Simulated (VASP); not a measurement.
# Au3ClO (Pm-3m) in VASP: notebook

Au3ClO is run at these levels: PBE; tasks: single point, relaxation of cell and atoms.

All numbers are computed with VASP 6.6.1; they aren't measurements. Logs are shortened: lines on timing, memory, paths and dates and some standing lists are left out, and cuts for length are marked.

### 1 The cell of the first run

The structure is cubic, space group Pm-3m (No. 221). The conventional cell has a = 4.553 Å, b = 4.553 Å, c = 4.553 Å, α = 90.00°, β = 90.00°, γ = 90.00°. Au (site symmetry 4/mmm) has 2 O at 2.28 Å within 3.0 Å. Within 4.2 Å of Cl (site symmetry m-3m) lie 12 Au at 3.22 Å and 8 O at 3.94 Å. Within 3.0 Å of O (site symmetry m-3m) lie 6 Au at 2.28 Å.

### 2 Single point, PBE

File INCAR:

```
  PREC = Accurate
  ENCUT = 520
  EDIFF = 1E-6
  ISMEAR = 0
  SIGMA = 0.1
  LREAL = F
  LASPH = T
  NELM = 80
  ALGO = Normal
  ISIF = 2
  LWAVE = F
  LCHARG = T
  GGA = PE
  LELF = T
  LVHAR = T
  NBANDS = 31
```

File KPOINTS:

```
Automatic mesh
0
Gamma
  6 6 6
```

File POSCAR:

```
Au3ClO
1.0
    4.5527548685      0.0000000000      0.0000000000
    0.0000000000      4.5527548685      0.0000000000
    0.0000000000      0.0000000000      4.5527548685
Au Cl O
3 1 1
Direct
    0.0000000000      0.5000000000      0.5000000000
    0.5000000000      0.0000000000      0.5000000000
    0.5000000000      0.5000000000      0.0000000000
    0.0000000000      0.0000000000      0.0000000000
    0.5000000000      0.5000000000      0.5000000000
```

Potentials or basis: VASP PAW PBE potentials, release 64 (Au, Cl, O).

Command:

```console
$ cat potpaw_PBE.64/Au/POTCAR potpaw_PBE.64/Cl/POTCAR potpaw_PBE.64/O/POTCAR > POTCAR
$ mpirun -np 1 vasp_std > vasp.out
```

OUTCAR:

```text
PREC = Accurate
   ENCUT = 520
   EDIFF = 1E-6
   ISMEAR = 0
   LREAL = F
   LASPH = T
   NELM = 80
   ISIF = 2
   GGA = PE

 ion  position               nearest neighbor table
   1  0.000  0.500  0.500-   5 2.28   5 2.28   2 3.22   3 3.22   2 3.22   2 3.22   3 3.22   3 3.22
                             3 3.22   2 3.22
   2  0.500  0.000  0.500-   5 2.28   5 2.28   1 3.22   3 3.22   1 3.22   3 3.22   3 3.22   3 3.22
                             1 3.22   1 3.22
   3  0.500  0.500  0.000-   5 2.28   5 2.28   1 3.22   1 3.22   2 3.22   2 3.22   2 3.22   2 3.22
                             1 3.22   1 3.22
   4  0.000  0.000  0.000-
   5  0.500  0.500  0.500-   1 2.28   2 2.28   3 2.28   3 2.28   2 2.28   1 2.28

  LATTYP: Found a simple cubic cell.
 ALAT       =     4.5527548685

  Lattice vectors:

 A1 = (   4.5527548685,   0.0000000000,   0.0000000000)
 A2 = (   0.0000000000,   4.5527548685,   0.0000000000)
 A3 = (   0.0000000000,   0.0000000000,   4.5527548685)

Analysis of symmetry for initial positions (statically):
=====================================================================
 Subroutine PRICEL returns:
 Original cell was already a primitive cell.

 Routine SETGRP: Setting up the symmetry group for a
 simple cubic supercell.

 Subroutine GETGRP returns: Found 48 space group operations
 (whereof 48 operations were pure point group operations)
 out of a pool of 48 trial point group operations.

The static configuration has the point symmetry O_h .

Analysis of symmetry for dynamics (positions and initial velocities):
=====================================================================
 Subroutine PRICEL returns:
 Original cell was already a primitive cell.

 Routine SETGRP: Setting up the symmetry group for a
 simple cubic supercell.

 Subroutine GETGRP returns: Found 48 space group operations
 (whereof 48 operations were pure point group operations)
 out of a pool of 48 trial point group operations.

The dynamic configuration has the point symmetry O_h .

 Subroutine INISYM returns: Found 48 space group operations
 (whereof 48 operations are pure point group operations),
 and found     1 'primitive' translations

----------------------------------------------------------------------------------------

                                     Primitive cell

  volume of cell :      94.3676

  direct lattice vectors                    reciprocal lattice vectors
     4.552754869  0.000000000  0.000000000     0.219647231  0.000000000  0.000000000
     0.000000000  4.552754869  0.000000000     0.000000000  0.219647231  0.000000000
     0.000000000  0.000000000  4.552754869     0.000000000  0.000000000  0.219647231

  length of vectors
     4.552754869  4.552754869  4.552754869     0.219647231  0.219647231  0.219647231

  position of ions in fractional coordinates (direct lattice)
     0.000000000  0.500000000  0.500000000
     0.500000000  0.000000000  0.500000000
     0.500000000  0.500000000  0.000000000
     0.000000000  0.000000000  0.000000000
     0.500000000  0.500000000  0.500000000

  ion indices of the primitive-cell ions
   primitive index   ion index
                 1           1
                 2           2
                 3           3
                 4           4
                 5           5

----------------------------------------------------------------------------------------

 KPOINTS: Automatic mesh

Automatic generation of k-mesh.
 Grid dimensions read from file:
 generate k-points for:    6    6    6

 Generating k-lattice:

  Cartesian coordinates                     Fractional coordinates (reciprocal lattice)
     0.036607872  0.000000000  0.000000000     0.166666667  0.000000000  0.000000000
     0.000000000  0.036607872  0.000000000     0.000000000  0.166666667  0.000000000
     0.000000000  0.000000000  0.036607872     0.000000000  0.000000000  0.166666667

  Length of vectors
     0.036607872  0.036607872  0.036607872

  Shift w.r.t. Gamma in fractional coordinates (k-lattice)
     0.000000000  0.000000000  0.000000000

 Subroutine IBZKPT returns following result:
 ===========================================

 Found     20 irreducible k-points:

 Following reciprocal coordinates:
            Coordinates               Weight
  0.000000  0.000000  0.000000      1.000000
  0.166667  0.000000  0.000000      6.000000
  0.333333  0.000000  0.000000      6.000000
  0.500000  0.000000  0.000000      3.000000
  0.166667  0.166667  0.000000     12.000000
  0.333333  0.166667  0.000000     24.000000
[... 12 lines left out ...]
  0.500000  0.500000  0.333333      6.000000
  0.500000  0.500000  0.500000      1.000000
   k-points           NKPTS =     20   k-points in BZ     NKDIM =     20   number of bands    NBANDS=     31
   number of dos      NEDOS =    301   number of ions     NIONS =      5
   total plane-waves  NPLWV =  46656
   dimension x,y,z NGX =    36 NGY =   36 NGZ =   36
   dimension x,y,z NGXF=    72 NGYF=   72 NGZF=   72
   ions per type =               3   1   1
   NGX,Y,Z   is equivalent  to a cutoff of  13.15, 13.15, 13.15 a.u.
   NGXF,Y,Z  is equivalent  to a cutoff of  26.29, 26.29, 26.29 a.u.
 SYSTEM =  unknown system
   PREC   = accura    normal or accurate (medium, high low for compatibility)
   ISTART =      0    job   : 0-new  1-cont  2-samecut
   ICHARG =      2    charge: 1-file 2-atom 10-const
   ISPIN  =      1    spin polarized calculation?
   LNONCOLLINEAR =      F non collinear calculations
   LSORBIT =      F    spin-orbit coupling
   LASPH  =      T    aspherical Exc in radial PAW
   ENCUT  =  520.0 eV  38.22 Ry    6.18 a.u.   8.47  8.47  8.47*2*pi/ulx,y,z
   NELM   =     80;   NELMIN=  2; NELMDL= -5     # of ELM steps
   EDIFF  = 0.1E-05   stopping-criterion for ELM
   LREAL  =      F    real-space projection
   EDIFFG = 0.1E-04   stopping-criterion for IOM
   NSW    =      0    number of steps for IOM
   IBRION =     -1    ionic relax: 0-MD 1-quasi-New 2-CG
   NFREE  =      0    steps in history (QN), initial steepest desc. (CG)
   ISIF   =      2    stress and relaxation
   ISYM   =      2    0-nonsym 1-usesym 2-fastsym
   POTIM  = 0.5000    time-step for ionic-motion
   TEBEG  =    0.0;   TEEND  =   0.0 temperature during run
   PSTRESS=    0.0 pullay stress
   NELECT =      46.0000    total number of electrons
   NUPDOWN=      -1.0000    fix difference up-down
   EMIN   =  10.00;   EMAX   =-10.00  energy-range for DOS
   EFERMI =   0.00;   METHOD = LEGACY
   ISMEAR =     0;   SIGMA  =   0.10  broadening in eV -4-tet -1-fermi 0-gaus
   EFERMI_NEDOS =   21; number of points for ismear=-14 and -15
   IALGO  =     38    algorithm
   IMIX   =      4    mixing-type and parameters
     AMIX     =   0.40;   BMIX     =  1.00
     AMIX_MAG =   1.60;   BMIX_MAG =  1.00
  volume/ion in A,a.u.               =      18.87       127.36
  Fermi-wavevector in a.u.,A,eV,Ry     =   1.288407  2.434737 22.585581  1.659993
  Thomas-Fermi vector in A             =   2.420363
   LORBIT       =      0    0 simple, 1 ext, 2 COOP (PROOUT), +10 PAW based schemes
   GGA     = PE    functional components
   LHFCALC =     F    Hartree Fock is set to
   AEXX    =    0.0000 exact exchange contribution
   IVDW    =     0    specifies the selected vdW correction
   LEPSILON=     F    determine dielectric tensor
   LRPA    =     F    only Hartree local field effects (RPA)
 non-spin polarized calculation
 Gauss-broadening in eV      SIGMA  =   0.10
  energy-cutoff  :      520.00
  volume of cell :       94.37
 maximum number of plane-waves:      2562
 NGX is ok and might be reduce to    36
   NGX = 17   NGY = 17   NGZ = 17

 number of electron      46.0000017 magnetization

 Free energy of the ion-electron system (eV)
  ---------------------------------------------------
  ext. energy  EPLUGINS =         0.00000000
  ---------------------------------------------------
  free energy    TOTEN  =       -14.13453592 eV

  energy without entropy =      -14.11702128  energy(sigma->0) =      -14.12577860

 E-fermi :   4.6774     XC(G=0): -10.8127

 val. band max:        4.6441721241   @ k =   0.1667   0.1667   0.1667
 cond. band min:       4.7293490561   @ k =   0.5000   0.5000   0.1667
 fundamental gap:      0.0851769319
 Fermi energy:         4.6773875259

 k-point     1 :       0.0000    0.0000    0.0000
  band No.  band energies     occupation
      1     -14.3930      2.00000
      2      -9.7397      2.00000
      3       0.1517      2.00000
      4       0.1517      2.00000
      5       0.1517      2.00000
      6       0.8850      2.00000
[... 23 lines left out ...]
     30      14.5213      0.00000
     31      14.5213      0.00000

 k-point     2 :       0.1667    0.0000    0.0000
  band No.  band energies     occupation
      1     -14.3554      2.00000
      2      -9.7235      2.00000
      3      -0.5410      2.00000
      4      -0.0163      2.00000
      5      -0.0163      2.00000
      6       0.6674      2.00000
[... 23 lines left out ...]
     30      13.1646      0.00000
     31      13.9917      0.00000

 k-point     3 :       0.3333    0.0000    0.0000
  band No.  band energies     occupation
      1     -14.2784      2.00000
      2      -9.6909      2.00000
      3      -1.4728      2.00000
      4      -0.2441      2.00000
      5      -0.2441      2.00000
      6       0.0003      2.00000
[... 23 lines left out ...]
     30      13.0265      0.00000
     31      13.6388      0.00000

 k-point     4 :       0.5000    0.0000    0.0000
  band No.  band energies     occupation
      1     -14.2390      2.00000
      2      -9.6745      2.00000
      3      -1.8398      2.00000
      4      -0.3333      2.00000
      5      -0.3333      2.00000
      6      -0.2422      2.00000
[... 499 lines left out ...]
     30      12.5402      0.00000
     31      16.4576      0.00000

 k-point    19 :       0.5000    0.5000    0.3333
  band No.  band energies     occupation
      1     -13.9679      2.00000
      2      -9.6242      2.00000
      3      -2.3213      2.00000
      4      -2.3213      2.00000
      5      -2.0350      2.00000
      6       1.0456      2.00000
[... 23 lines left out ...]
     30      11.4802      0.00000
     31      17.5394      0.00000

 k-point    20 :       0.5000    0.5000    0.5000
  band No.  band energies     occupation
      1     -13.9277      2.00000
      2      -9.6220      2.00000
      3      -2.3643      2.00000
      4      -2.3643      2.00000
      5      -2.3643      2.00000
      6       1.4317      2.00000
[... 23 lines left out ...]
     30      10.2346      0.00000
     31      18.0281      0.00000

------------------------ aborting loop because EDIFF is reached ----------------------------------------

  FORCE on cell =-STRESS in cart. coord.  units (eV):
  Direction    XX          YY          ZZ          XY          YZ          ZX
  --------------------------------------------------------------------------------------
  -------------------------------------------------------------------------------------
  Total       -0.0774230     -0.0774230     -0.0774230     -0.0000000     -0.0000000      0.0000000
  in kB       -1.3144913     -1.3144913     -1.3144913     -0.0000000     -0.0000000      0.0000000
  external PRESSURE =      -1.3144913 kB  Pullay stress =       0.0000000 kB

 VOLUME and BASIS-vectors are now :
 -----------------------------------------------------------------------------
  energy-cutoff  :      520.00
  volume of cell :       94.37
      direct lattice vectors                 reciprocal lattice vectors
     4.552754869  0.000000000  0.000000000     0.219647231  0.000000000  0.000000000
     0.000000000  4.552754869  0.000000000     0.000000000  0.219647231  0.000000000
     0.000000000  0.000000000  4.552754869     0.000000000  0.000000000  0.219647231

 POSITION                                       TOTAL-FORCE (eV/Angst)
 -----------------------------------------------------------------------------------
      0.00000      2.27638      2.27638         0.000000      0.000000      0.000000
      2.27638      0.00000      2.27638         0.000000      0.000000      0.000000
      2.27638      2.27638      0.00000         0.000000      0.000000      0.000000
      0.00000      0.00000      0.00000         0.000000      0.000000      0.000000
      2.27638      2.27638      2.27638         0.000000      0.000000      0.000000
 -----------------------------------------------------------------------------------
    total drift:                                0.000000      0.000000      0.000000

  FREE ENERGIE OF THE ION-ELECTRON SYSTEM (eV)
  ---------------------------------------------------
  free  energy   TOTEN  =       -14.1345359165 eV

  energy  without entropy=      -14.1170212836  energy(sigma->0) =      -14.12577860
```

It took 22 s on 1 thread of Intel Xeon 6975P-C (Granite Rapids), shared host; peak memory 0.22 GiB.

What came out:

```
Free energy            : -14.1345 eV
Pressure               : -0.1 GPa
Band gap on the k mesh : zero (band 23 reaches 4.80 eV, above the bottom of band 24 at 3.48 eV)
```

Caveat: spin-orbit coupling is left out, which moves the levels of the heavy elements.

(Part 1 of 2 ends here.)
